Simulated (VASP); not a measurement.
# Ir3F in VASP: further runs

Runs on Ir3F. Level: PBE. Tasks: relaxation of the atoms, single point.

Everything below comes from runs of VASP 6.6.1. Logs are shortened: lines on timing, memory, paths and dates and some standing lists are left out, and cuts for length are marked.

**1. The cell of the first run**

The cell holds a slab with vacuum, 4 atoms: a = 2.737 Å, b = 2.737 Å, c = 19.843 Å, α = 90.00°, β = 90.00°, γ = 120.00°.

**2. Relaxation of the atoms, PBE**

Contents of INCAR:

```
PREC = Accurate
ENCUT = 520
EDIFF = 1E-7
ISMEAR = 0
SIGMA = 0.1
LREAL = F
LASPH = T
NELM = 120
ALGO = Normal
ISIF = 2
LWAVE = F
LCHARG = F
LDIPOL = T
IDIPOL = 3
DIPOL = 0.5 0.5 0.363
GGA = PE
IBRION = 2
NSW = 36
EDIFFG = -0.025
GGA_COMPAT = F
NELMIN = 4
NELMDL = -8
```

Contents of KPOINTS:

```
Automatic mesh
0
Gamma
  12 12 1
```

Contents of POSCAR:

```
Ir3F
1.0
    2.7367600872      0.0000000000      0.0000000000
   -1.3683800436      2.3701037596      0.0000000000
    0.0000000000      0.0000000000     19.8425800730
Ir F
3 1
Selective dynamics
Direct
    0.6666666667      0.3333333333      0.2015866881  F F F
    0.3333333333      0.6666666667      0.3110139949  F F F
    0.0000000000      0.0000000000      0.4204382718  F F F
    0.0000000000      0.0000000000      0.5202236824  F F T
```

Potentials or basis: VASP PAW PBE potentials, release 64 (Ir, F).

The run is started by

```sh
> cat potpaw_PBE.64/Ir/POTCAR potpaw_PBE.64/F/POTCAR > POTCAR
> mpirun -np 1 vasp_std > vasp.out
```

OUTCAR:

```text
PREC = Accurate
   ENCUT = 520
   EDIFF = 1E-7
   ISMEAR = 0
   LREAL = F
   LASPH = T
   NELM = 120
   ISIF = 2
   GGA = PE
   IBRION = 2
   NSW = 36
   EDIFFG = -0.025
   NELMIN = 4
   NELMDL = -8

 ion  position               nearest neighbor table
   1  0.667  0.333  0.202-   2 2.69   2 2.69   2 2.69
   2  0.333  0.667  0.311-   3 2.69   3 2.69   3 2.69   1 2.69   1 2.69   1 2.69
   3  0.000  0.000  0.420-   4 1.98   2 2.69   2 2.69   2 2.69
   4  0.000  0.000  0.520-   3 1.98

  LATTYP: Found a hexagonal cell.
 ALAT       =     2.7367600872
 C/A-ratio  =     7.2503907689

  Lattice vectors:

 A1 = (   2.7367600872,   0.0000000000,   0.0000000000)
 A2 = (  -1.3683800436,   2.3701037596,   0.0000000000)
 A3 = (   0.0000000000,   0.0000000000,  19.8425800730)

Analysis of symmetry for initial positions (statically):
=====================================================================
 Subroutine PRICEL returns:
 Original cell was already a primitive cell.

 Routine SETGRP: Setting up the symmetry group for a
 hexagonal supercell.

 Subroutine GETGRP returns: Found  6 space group operations
 (whereof  6 operations were pure point group operations)
 out of a pool of 24 trial point group operations.

The static configuration has the point symmetry C_3v.

Analysis of symmetry for dynamics (positions and initial velocities):
=====================================================================
 Subroutine PRICEL returns:
 Original cell was already a primitive cell.

 Routine SETGRP: Setting up the symmetry group for a
 hexagonal supercell.

 Subroutine GETGRP returns: Found  6 space group operations
 (whereof  6 operations were pure point group operations)
 out of a pool of 24 trial point group operations.

The dynamic configuration has the point symmetry C_3v.

Analysis of constrained symmetry for selective dynamics:
=====================================================================
 Subroutine PRICEL returns:
 Original cell was already a primitive cell.

 Routine SETGRP: Setting up the symmetry group for a
 hexagonal supercell.

 Subroutine GETGRP returns: Found  6 space group operations
 (whereof  6 operations were pure point group operations)
 out of a pool of 24 trial point group operations.

The constrained configuration has the point symmetry C_3v.

[... 108 lines left out ...]
   NUPDOWN=      -1.0000    fix difference up-down
   EMIN   =  10.00;   EMAX   =-10.00  energy-range for DOS
   EFERMI =   0.00;   METHOD = LEGACY
   ISMEAR =     0;   SIGMA  =   0.10  broadening in eV -4-tet -1-fermi 0-gaus
   EFERMI_NEDOS =   21; number of points for ismear=-14 and -15
   IALGO  =     38    algorithm
   IMIX   =      4    mixing-type and parameters
     AMIX     =   0.40;   BMIX     =  1.00
     AMIX_MAG =   1.60;   BMIX_MAG =  1.00
  volume/ion in A,a.u.               =      32.18       217.14
  Fermi-wavevector in a.u.,A,eV,Ry     =   1.050430  1.985025 15.012708  1.103403
  Thomas-Fermi vector in A             =   2.185433
   LORBIT       =      0    0 simple, 1 ext, 2 COOP (PROOUT), +10 PAW based schemes
   GGA     = PE    functional components
   LHFCALC =     F    Hartree Fock is set to
   AEXX    =    0.0000 exact exchange contribution
   IVDW    =     0    specifies the selected vdW correction
   LEPSILON=     F    determine dielectric tensor
   LRPA    =     F    only Hartree local field effects (RPA)
 conjugate gradient relaxation of ions
 non-spin polarized calculation
 Gauss-broadening in eV      SIGMA  =   0.10
  energy-cutoff  :      520.00
  volume of cell :      128.71
 maximum number of plane-waves:      3499
   NGX = 11   NGY = 11   NGZ = 73

 dipolmoment           0.000000      0.000000     -0.015557 electrons x Angstroem

--------------------------------------- Ionic step        1  -------------------------------------------

 number of electron      34.0000007 magnetization

 Free energy of the ion-electron system (eV)
  ---------------------------------------------------
  ext. energy  EPLUGINS =         0.00000000
  ---------------------------------------------------
  free energy    TOTEN  =       -28.71240616 eV

  energy without entropy =      -28.69899680  energy(sigma->0) =      -28.70570148

------------------------ aborting loop because EDIFF is reached ----------------------------------------

  FORCE on cell =-STRESS in cart. coord.  units (eV):
  Direction    XX          YY          ZZ          XY          YZ          ZX
  --------------------------------------------------------------------------------------
  -------------------------------------------------------------------------------------
  Total       -0.9811957     -0.9811957     -3.4261374      0.0000000      0.0000000      0.0000000
  in kB      -12.2141709    -12.2141709    -42.6494204      0.0000000      0.0000000      0.0000000
  external PRESSURE =     -22.3592541 kB  Pullay stress =       0.0000000 kB
[... 63 lines left out ...]
--------------------------------------- Ionic step        3  -------------------------------------------

 number of electron      34.0000008 magnetization

 dipolmoment           0.000000      0.000000      0.118103 electrons x Angstroem

 Free energy of the ion-electron system (eV)
  ---------------------------------------------------
  ext. energy  EPLUGINS =         0.00000000
  ---------------------------------------------------
  free energy    TOTEN  =       -28.78862608 eV

  energy without entropy =      -28.77668513  energy(sigma->0) =      -28.78265561

 E-fermi :  -0.8898     XC(G=0):  -6.1836

 val. band max:       -0.9072332957   @ k =   0.2500   0.2500   0.0000
 cond. band min:      -0.7831344766   @ k =   0.3333   0.1667   0.0000
 fundamental gap:      0.1240988191
 Fermi energy:        -0.8898326522

 k-point     1 :       0.0000    0.0000    0.0000
  band No.  band energies     occupation
      1     -23.5853      2.00000
      2     -11.0348      2.00000
      3      -8.9312      2.00000
      4      -8.6111      2.00000
      5      -6.7687      2.00000
      6      -4.7659      2.00000
[... 445 lines left out ...]
     20       4.8753      0.00000
     21       5.0052      0.00000

------------------------ aborting loop because EDIFF is reached ----------------------------------------

 vacuum level on the upper side and lower side of the slab       (xc-potential included)         1.460        -1.757

  FORCE on cell =-STRESS in cart. coord.  units (eV):
  Direction    XX          YY          ZZ          XY          YZ          ZX
  --------------------------------------------------------------------------------------
  -------------------------------------------------------------------------------------
  Total       -0.8362267     -0.8362267      0.0728663      0.0000000     -0.0000000      0.0000000
  in kB      -10.4095601    -10.4095601      0.9070576      0.0000000     -0.0000000      0.0000000
  external PRESSURE =      -6.6373542 kB  Pullay stress =       0.0000000 kB
[... 19 lines left out ...]
  FREE ENERGIE OF THE ION-ELECTRON SYSTEM (eV)
  ---------------------------------------------------
  free  energy   TOTEN  =       -28.7886260776 eV

  energy  without entropy=      -28.7766851346  energy(sigma->0) =      -28.78265561

 reached required accuracy - stopping structural energy minimisation

 vacuum level on the upper side and lower side of the slab         7.625         4.316
```

OSZICAR:

```text
N       E                     dE             d eps       ncg     rms          rms(c)
DAV:   1     0.368591532536E+03    0.36859E+03   -0.14760E+04   798   0.142E+03
DAV:   2     0.149836694514E+02   -0.35361E+03   -0.32940E+03   852   0.426E+02
[... 63 lines left out ...]
DAV:   4    -0.287886530111E+02   -0.67058E-05   -0.10565E-05  1110   0.319E-02    0.703E-02
DAV:   5    -0.287886384243E+02    0.14587E-04   -0.66000E-05  1314   0.751E-02    0.419E-02
DAV:   6    -0.287886245976E+02    0.13827E-04   -0.60877E-05  1380   0.723E-02    0.686E-03
DAV:   7    -0.287886255285E+02   -0.93096E-06   -0.54580E-06  1295   0.221E-02    0.398E-03
DAV:   8    -0.287886261297E+02   -0.60118E-06   -0.15847E-06   994   0.125E-02    0.316E-03
DAV:   9    -0.287886260776E+02    0.52072E-07   -0.31181E-07   444   0.437E-03
   3 F= -.28788626E+02 E0= -.28782656E+02  d E =-.762199E-01
```

Wall time 1.9 min (1 thread of Intel Xeon 6975P-C (Granite Rapids), shared host); peak memory 0.27 GiB.

What came out:

- Free energy: -28.7886 eV
- Energy gained by relaxing: 19.1 meV/atom
- Ionic steps: 3
- Band gap on the k mesh: zero (bands 17 and 18 overlap by 2.27 eV)

The path:
```
step  energy change (eV)  largest force on free atoms (eV/Å)  pressure (GPa)
   1              0.0000                              1.7195           -2.24
   2             -0.0762                              0.0267           -0.64
   3             -0.0762                              0.0005           -0.66
```

Final structure:
```
Ir F
1.0
     2.73676    0.00000    0.00000
    -1.36838    2.37010    0.00000
     0.00000    0.00000   19.84258
Ir F
3 1
Cartesian
  1.3684 0.7900 4.0000
  0.0000 1.5801 6.1713
  0.0000 0.0000 8.3426
  0.0000 0.0000 10.2406
```

Levels at points of the mesh, in eV from the Fermi level:
```csv
k point,band 13,band 14,band 15,band 16,band 17,band 18,band 19,band 20,band 21
"(0.00, 0.00, 0.00)",-2.64,-2.64,-2.63,-1.09,-1.09,-0.18,-0.18,-0.15,0.76
"(0.50, 0.00, 0.00)",-0.92,-0.71,0.57,0.83,1.15,1.22,1.57,1.73,3.51
```

Caveat: spin-orbit coupling is left out, which moves the levels of the heavy elements.

(Continued in part 2 of 2.)
